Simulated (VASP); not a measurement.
# Pt (Im-3m) in VASP: settings compared

Pt is run at these levels: PBEsol, LDA, BLYP; tasks: single point.

Program: VASP 6.6.1. These are calculated values, not measurements. Logs are shortened: lines on timing, memory, paths and dates and some standing lists are left out, and cuts for length are marked.

## (1) The cell of the first run

Symmetry: Im-3m, No. 229, cubic system. Conventional cell: a = 3.168 Å, b = 3.168 Å, c = 3.168 Å, α = 90.00°, β = 90.00°, γ = 90.00°. Pt (site symmetry m-3m) has 14 Pt at 2.74 to 3.17 Å within 3.6 Å.

## (2) Single point, PBEsol

INCAR reads:

```
PREC     = Accurate       # precision mode
ENCUT    = 500            # plane-wave cutoff, eV
EDIFF    = 1E-6           # SCF threshold, eV
ISMEAR   = -1             # smearing method
SIGMA    = 0.01           # smearing width, eV
LREAL    = F              # projectors in reciprocal space
LASPH    = T              # aspherical terms in the spheres
NELM     = 120            # most SCF steps
ALGO     = Normal         # electronic algorithm
ISIF     = 2              # what is computed and relaxed
LWAVE    = F              # write WAVECAR
LCHARG   = T              # write CHGCAR
GGA      = PS             # functional
LELF     = T              # ELF
LVHAR    = T            
NBANDS   = 11             # bands
GGA_COMPAT= F
```

KPOINTS reads:

```
Automatic mesh
0
Gamma
  10 10 10
```

POSCAR reads:

```
Pt
1.0
   -1.5842200000      1.5842200000      1.5842200000
    1.5842200000     -1.5842200000      1.5842200000
    1.5842200000      1.5842200000     -1.5842200000
Pt
1
Direct
    0.0000000000      0.0000000000      0.0000000000
```

Potentials or basis: VASP PAW PBE potentials, release 64 (Pt).

Run with:

```console
cat potpaw_PBE.64/Pt/POTCAR > POTCAR
mpirun -np 1 vasp_std > vasp.out
```

OUTCAR:

```text
PREC = Accurate
   ENCUT = 500
   EDIFF = 1E-6
   ISMEAR = -1
   LREAL = F
   LASPH = T
   NELM = 120
   ISIF = 2
   GGA = PS

 ion  position               nearest neighbor table
   1  0.000  0.000  0.000-

  LATTYP: Found a body centered cubic cell.
 ALAT       =     3.1684400000

  Lattice vectors:

 A1 = (  -1.5842200000,   1.5842200000,   1.5842200000)
 A2 = (   1.5842200000,  -1.5842200000,   1.5842200000)
 A3 = (   1.5842200000,   1.5842200000,  -1.5842200000)

Analysis of symmetry for initial positions (statically):
=====================================================================
 Subroutine PRICEL returns:
 Original cell was already a primitive cell.

 Routine SETGRP: Setting up the symmetry group for a
 body centered cubic supercell.

 Subroutine GETGRP returns: Found 48 space group operations
 (whereof 48 operations were pure point group operations)
 out of a pool of 48 trial point group operations.

The static configuration has the point symmetry O_h .

Analysis of symmetry for dynamics (positions and initial velocities):
=====================================================================
 Subroutine PRICEL returns:
 Original cell was already a primitive cell.

 Routine SETGRP: Setting up the symmetry group for a
 body centered cubic supercell.

 Subroutine GETGRP returns: Found 48 space group operations
 (whereof 48 operations were pure point group operations)
 out of a pool of 48 trial point group operations.

The dynamic configuration has the point symmetry O_h .

 Subroutine INISYM returns: Found 48 space group operations
 (whereof 48 operations are pure point group operations),
 and found     1 'primitive' translations

----------------------------------------------------------------------------------------

                                     Primitive cell

  volume of cell :      15.9040

  direct lattice vectors                    reciprocal lattice vectors
    -1.584220000  1.584220000  1.584220000     0.000000000  0.315612731  0.315612731
     1.584220000 -1.584220000  1.584220000     0.315612731  0.000000000  0.315612731
     1.584220000  1.584220000 -1.584220000     0.315612731  0.315612731  0.000000000

  length of vectors
     2.743949530  2.743949530  2.743949530     0.446343804  0.446343804  0.446343804

  position of ions in fractional coordinates (direct lattice)
     0.000000000  0.000000000  0.000000000

  ion indices of the primitive-cell ions
   primitive index   ion index
                 1           1

----------------------------------------------------------------------------------------

 KPOINTS: Automatic mesh

Automatic generation of k-mesh.
 Grid dimensions read from file:
 generate k-points for:   10   10   10

 Generating k-lattice:

  Cartesian coordinates                     Fractional coordinates (reciprocal lattice)
     0.000000000  0.031561273  0.031561273     0.100000000  0.000000000  0.000000000
     0.031561273  0.000000000  0.031561273     0.000000000  0.100000000  0.000000000
     0.031561273  0.031561273  0.000000000     0.000000000  0.000000000  0.100000000

  Length of vectors
     0.044634380  0.044634380  0.044634380

  Shift w.r.t. Gamma in fractional coordinates (k-lattice)
     0.000000000  0.000000000  0.000000000

 Subroutine IBZKPT returns following result:
 ===========================================

 Found     47 irreducible k-points:

 Following reciprocal coordinates:
            Coordinates               Weight
  0.000000  0.000000  0.000000      1.000000
  0.100000  0.000000  0.000000     12.000000
  0.200000  0.000000  0.000000     12.000000
  0.300000  0.000000  0.000000     12.000000
  0.400000  0.000000  0.000000     12.000000
  0.500000  0.000000  0.000000      6.000000
[... 16 lines left out ...]
  0.300000  0.300000  0.100000      8.000000
 -0.300000  0.300000  0.100000     24.000000
 [... further k-points ...]
   k-points           NKPTS =     47   k-points in BZ     NKDIM =     47   number of bands    NBANDS=     11
   number of dos      NEDOS =    301   number of ions     NIONS =      1
   total plane-waves  NPLWV =   8000
   dimension x,y,z NGX =    20 NGY =   20 NGZ =   20
   dimension x,y,z NGXF=    40 NGYF=   40 NGZF=   40
   ions per type =               1
   NGX,Y,Z   is equivalent  to a cutoff of  12.12, 12.12, 12.12 a.u.
   NGXF,Y,Z  is equivalent  to a cutoff of  24.23, 24.23, 24.23 a.u.
 SYSTEM =  unknown system
   PREC   = accura    normal or accurate (medium, high low for compatibility)
   ISTART =      0    job   : 0-new  1-cont  2-samecut
   ICHARG =      2    charge: 1-file 2-atom 10-const
   ISPIN  =      1    spin polarized calculation?
   LNONCOLLINEAR =      F non collinear calculations
   LSORBIT =      F    spin-orbit coupling
   LASPH  =      T    aspherical Exc in radial PAW
   ENCUT  =  500.0 eV  36.75 Ry    6.06 a.u.   5.00  5.00  5.00*2*pi/ulx,y,z
   NELM   =    120;   NELMIN=  2; NELMDL= -5     # of ELM steps
   EDIFF  = 0.1E-05   stopping-criterion for ELM
   LREAL  =      F    real-space projection
   EDIFFG = 0.1E-04   stopping-criterion for IOM
   NSW    =      0    number of steps for IOM
   IBRION =     -1    ionic relax: 0-MD 1-quasi-New 2-CG
   NFREE  =      0    steps in history (QN), initial steepest desc. (CG)
   ISIF   =      2    stress and relaxation
   ISYM   =      2    0-nonsym 1-usesym 2-fastsym
   POTIM  = 0.5000    time-step for ionic-motion
   TEBEG  =    0.0;   TEEND  =   0.0 temperature during run
   PSTRESS=    0.0 pullay stress
   NELECT =      10.0000    total number of electrons
   NUPDOWN=      -1.0000    fix difference up-down
   EMIN   =  10.00;   EMAX   =-10.00  energy-range for DOS
   EFERMI =   0.00;   METHOD = LEGACY
   ISMEAR =    -1;   SIGMA  =   0.01  broadening in eV -4-tet -1-fermi 0-gaus
   EFERMI_NEDOS =   21; number of points for ismear=-14 and -15
   IALGO  =     38    algorithm
   IMIX   =      4    mixing-type and parameters
     AMIX     =   0.40;   BMIX     =  1.00
     AMIX_MAG =   1.60;   BMIX_MAG =  1.00
  volume/ion in A,a.u.               =      15.90       107.33
  Fermi-wavevector in a.u.,A,eV,Ry     =   1.402510  2.650360 26.763132  1.967035
  Thomas-Fermi vector in A             =   2.525265
   LORBIT       =      0    0 simple, 1 ext, 2 COOP (PROOUT), +10 PAW based schemes
   GGA     = PS    functional components
   LHFCALC =     F    Hartree Fock is set to
   AEXX    =    0.0000 exact exchange contribution
   IVDW    =     0    specifies the selected vdW correction
   LEPSILON=     F    determine dielectric tensor
   LRPA    =     F    only Hartree local field effects (RPA)
 non-spin polarized calculation
  energy-cutoff  :      500.00
  volume of cell :       15.90
 maximum number of plane-waves:       418
   NGX =  9   NGY =  9   NGZ =  9

 number of electron      10.0000000 magnetization

 Free energy of the ion-electron system (eV)
  ---------------------------------------------------
  ext. energy  EPLUGINS =         0.00000000
  ---------------------------------------------------
  free energy    TOTEN  =        -6.82979426 eV

  energy without entropy =       -6.82974701  energy(sigma->0) =       -6.82977064

 E-fermi :  10.0606     XC(G=0): -13.3076

 val. band max:       10.0128641565   @ k =  -0.3000   0.3000   0.2000
 cond. band min:      10.1088491611   @ k =  -0.4000   0.4000   0.2000
 fundamental gap:      0.0959850045
 Fermi energy:        10.0606064996

 k-point     1 :       0.0000    0.0000    0.0000
  band No.  band energies     occupation
      1       0.4062      2.00000
      2       6.4489      2.00000
      3       6.4489      2.00000
      4       6.4489      2.00000
      5       8.9453      2.00000
      6       8.9453      2.00000
      7      26.9881      0.00000
      8      26.9881      0.00000
      9      26.9881      0.00000
     10      36.9190      0.00000
     11      36.9204      0.00000

 k-point     2 :       0.1000    0.0000    0.0000
  band No.  band energies     occupation
      1       0.8058      2.00000
      2       6.2951      2.00000
      3       6.4448      2.00000
      4       6.7693      2.00000
      5       8.7601      2.00000
      6       8.9567      2.00000
      7      27.1302      0.00000
      8      27.2167      0.00000
      9      27.5740      0.00000
     10      33.6900      0.00000
     11      34.0496      0.00000

 k-point     3 :       0.2000    0.0000    0.0000
  band No.  band energies     occupation
      1       1.8761      2.00000
      2       5.9144      2.00000
      3       6.4135      2.00000
      4       7.6808      2.00000
      5       8.5186      2.00000
      6       9.0041      2.00000
      7      26.0503      0.00000
      8      26.6705      0.00000
      9      29.1996      0.00000
     10      32.0943      0.00000
     11      32.5071      0.00000

 k-point     4 :       0.3000    0.0000    0.0000
  band No.  band energies     occupation
      1       3.0188      2.00000
      2       5.4812      2.00000
      3       6.8058      2.00000
      4       8.5899      2.00000
      5       9.0052      2.00000
      6       9.1003      2.00000
      7      22.2495      0.00000
      8      25.0549      0.00000
      9      29.5878      0.00000
     10      31.4909      0.00000
     11      32.8346      0.00000
[... 239 lines left out ...]
 k-point    22 :      -0.2000    0.2000    0.1000
  band No.  band energies     occupation
      1       2.2503      2.00000
      2       6.2067      2.00000
      3       6.4845      2.00000
      4       7.5928      2.00000
      5       7.8802      2.00000
      6       9.3270      2.00000
      7      26.1600      0.00000
      8      26.8577      0.00000
      9      29.1518      0.00000
     10      30.2984      0.00000
     11      33.1576      0.00000

 k-point    23 :       0.3000    0.3000    0.1000
  band No.  band energies     occupation
      1       4.7511      2.00000
      2       6.0394      2.00000
      3       6.0394      2.00000
      4       9.2408      2.00000
      5       9.2408      2.00000
      6      14.9562      0.00000
      7      17.8755      0.00000
      8      17.8755      0.00000
      9      23.2141      0.00000
     10      34.2815      0.00000
     11      34.2815      0.00000

 k-point    24 :      -0.3000    0.3000    0.1000
  band No.  band energies     occupation
      1       3.3810      2.00000
      2       5.8019      2.00000
      3       6.5477      2.00000
      4       8.1049      2.00000
      5       8.9231      2.00000
      6       9.4941      2.00000
      7      22.3573      0.00000
      8      25.5364      0.00000
      9      28.2790      0.00000
     10      31.7520      0.00000
     11      32.9455      0.00000

 [... further k-points ...]
[... 5 lines left out ...]
  --------------------------------------------------------------------------------------
  -------------------------------------------------------------------------------------
  Total       -1.1246453     -1.1246453     -1.1246453     -0.0000000     -0.0000000      0.0000000
  in kB     -113.2973343   -113.2973343   -113.2973343     -0.0000000     -0.0000000      0.0000000
  external PRESSURE =    -113.2973343 kB  Pullay stress =       0.0000000 kB

 VOLUME and BASIS-vectors are now :
 -----------------------------------------------------------------------------
  energy-cutoff  :      500.00
  volume of cell :       15.90
      direct lattice vectors                 reciprocal lattice vectors
    -1.584220000  1.584220000  1.584220000     0.000000000  0.315612731  0.315612731
     1.584220000 -1.584220000  1.584220000     0.315612731  0.000000000  0.315612731
     1.584220000  1.584220000 -1.584220000     0.315612731  0.315612731  0.000000000

 POSITION                                       TOTAL-FORCE (eV/Angst)
 -----------------------------------------------------------------------------------
      0.00000      0.00000      0.00000         0.000000      0.000000     -0.000000
 -----------------------------------------------------------------------------------
    total drift:                                0.000000     -0.000000      0.000000

  FREE ENERGIE OF THE ION-ELECTRON SYSTEM (eV)
  ---------------------------------------------------
  free  energy   TOTEN  =        -6.8297942628 eV

  energy  without entropy=       -6.8297470109  energy(sigma->0) =       -6.82977064
```

Wall time 12 s (1 thread of Intel Xeon 8259CL, shared host); peak memory 0.13 GiB.

What came out:

* Free energy: -6.8298 eV
* Pressure: -11.3 GPa
* Band gap on the k mesh: zero (band 5 reaches 10.89 eV, above the bottom of band 6 at 8.82 eV)

Levels at points of the mesh, in eV from the Fermi level:
```
           k point  band 2  band 3  band 4  band 5  band 6  band 7  band 8  band 9
(0.00, 0.00, 0.00)   -3.61   -3.61   -3.61   -1.12   -1.12   16.93   16.93   16.93
(0.50, 0.00, 0.00)   -5.02   -1.31   -0.80    0.07    0.88    6.05   13.08   15.59
(0.50, 0.50, 0.50)   -6.17    0.36    0.36    0.36    7.43    7.43    7.43   12.46
```

Caveat: the PAW data sets were made with another functional, which shifts forces and pressure a little; spin-orbit coupling is left out, which moves the levels of the heavy elements.

(Continued in part 2 of 2.)
